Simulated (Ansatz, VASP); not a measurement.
SrO: VASP beside Ansatz

POSCAR

```
SrO
1.0
    0.0000000000      2.5798923523      2.6348440595
    2.5798923523      0.0000000000      2.6348440595
    2.5798923523      2.5798923523      0.0000000000
Sr O
1 1
Direct
    0.0000000000      0.0000000000      0.0000000000
    0.5000000000      0.5000000000      0.5000000000
```

File INCAR.step1:

```
PREC = Accurate ; ENCUT = 520
EDIFF = 1E-5 ; ISMEAR = 0
SIGMA = 0.01 ; LREAL = F
LASPH = T ; NELM = 100
ALGO = Normal ; ISIF = 2
LWAVE = T ; GGA = PE
NBANDS = 15
```

Contents of INCAR.step2:

```
PREC = Accurate ; ENCUT = 520
EDIFF = 1E-6 ; ISMEAR = 0
SIGMA = 0.01 ; LREAL = F
LASPH = T ; NELM = 100
ALGO = Normal ; ISIF = 2
LWAVE = F ; LCHARG = T
GGA = PE ; LHFCALC = T
HFSCREEN = 0.2079 ; PRECFOCK = Normal
LELF = T ; LVHAR = T
ISTART = 1 ; NBANDS = 15
```

File KPOINTS:

```
regular mesh
0
Gamma
  6 6 6
```

Input for Ansatz:

```yaml
crystal:
  lattice:
    - [0.0, 2.5798923523, 2.6348440595]
    - [2.5798923523, 0.0, 2.6348440595]
    - [2.5798923523, 2.5798923523, 0.0]
  atoms:
    - { symbol: Sr, position: [0.0, 0.0, 0.0] }
    - { symbol: O, position: [0.5, 0.5, 0.5] }
kpoints:
  mp_grid: { grid: [6, 6, 6] }
  band_path:
    path:
      - [0.0, 0.0, 0.0]
      - [0.5, 0.0, 0.5]
      - [0.625, 0.25, 0.625]
      - [0.375, 0.375, 0.75]
      - [0.5, 0.5, 0.5]
      - [0.5, 0.25, 0.75]
    npoints: 1
hamiltonian:
  xc: hse06
scf:
  occupations: { method: fixed }
  n_extra_bands: 4
output:
  forces: true
  stress: true
  eigenvalues: true
```

Change from the starting cell: uniaxial_z strain +2.1%.

Alike in both runs: task single point; functional HSE06; k mesh 6 × 6 × 6; no spin polarisation.

|  | VASP | Ansatz |
| --- | --- | --- |
| version | VASP 6.6.1 | Ansatz 0.2.0 |
| potentials or method | VASP PAW PBE potentials, release 64 (Sr_sv, O) | plane waves, PAW |
| plane-wave cutoff (eV) | 520 | 420 |
| occupations | gaussian, width 0.01 eV | fixed |
| valence electrons in the cell | 16 | 16 |

|  | VASP | Ansatz | Ansatz less VASP |
| --- | --- | --- | --- |
| gap on the k mesh at the Fermi level (eV) | 4.71 | 4.76 | +0.049 |
| pressure (GPa) | -1.6 | -2.1 | -0.48 |
| traceless stress, the component that is largest in VASP (GPa) | -1.53 | -1.44 | +0.087 |

Ansatz's warnings: stress exchange threshold loose, stress scf threshold loose.
